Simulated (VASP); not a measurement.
Set up this calculation in VASP 6.6.1, as the native input.

```
Task                   : single point
Functional             : BLYP
Dispersion             : D4
Potentials or basis    : VASP PAW PBE potentials, release 64 (Cd, F)
Cutoff                 : 520 eV
k mesh                 : 9 × 9 × 9
Occupations            : fermi-dirac, width 0.05 eV
Spin                   : no spin polarisation
Dipole correction      : no
Further INCAR settings : ALGO = Normal; EDIFF = 1e-07; NBANDS = 20
```

The structure of CdF2 lies in POSCAR:

```
CdF2
1.0
    0.0000000000      2.7321943619      2.7321943619
    2.7321943619      0.0000000000      2.7321943619
    2.7321943619      2.7321943619      0.0000000000
Cd F
1 2
Direct
    0.0000000000      0.0000000000      0.0000000000
    0.7500000000      0.7500000000      0.7500000000
    0.2500000000      0.2500000000      0.2500000000
```

One way to write it, as run:

INCAR

```
PREC     = Accurate       # precision mode
ENCUT    = 520            # plane-wave cutoff, eV
EDIFF    = 1E-7           # SCF threshold, eV
ISMEAR   = -1             # smearing method
SIGMA    = 0.05           # smearing width, eV
LREAL    = F              # projectors in reciprocal space
LASPH    = T              # aspherical terms in the spheres
NELM     = 60             # most SCF steps
ALGO     = Normal         # electronic algorithm
ISIF     = 2              # what is computed and relaxed
LWAVE    = F              # write WAVECAR
LCHARG   = F              # write CHGCAR
GGA      = B5             # functional
ALDAX    = 1.0          
AGGAX    = 1.0          
AGGAC    = 1.0          
ALDAC    = 0.0          
IVDW     = 13             # dispersion correction
VDW_S6   = 1.0          
VDW_S8   = 2.34076671   
VDW_A1   = 0.44488865   
VDW_A2   = 4.0933009    
NBANDS   = 20             # bands
```

KPOINTS

```
regular mesh
0
Gamma
  9 9 9
```

Potentials or basis: VASP PAW PBE potentials, release 64 (Cd, F).

The run is started by

```sh
$ cat potpaw_PBE.64/Cd/POTCAR potpaw_PBE.64/F/POTCAR > POTCAR
$ mpirun -np 1 vasp_std > vasp.out
```

It gave:

The pressure is 0.7 GPa, the band gap on the k mesh is 3.01 eV (least direct gap 3.51 eV) and the dispersion energy per atom is -0.321 eV.

Caveat: the PAW data sets were made with another functional, which shifts forces and pressure a little; an odd mesh through Γ misses points on the zone boundary, where band edges can lie.

Wall time 27 s on 1 thread of Intel(R) Xeon(R) 6975P-C (Granite Rapids), with other jobs on the host, peak memory 0.18 GiB.
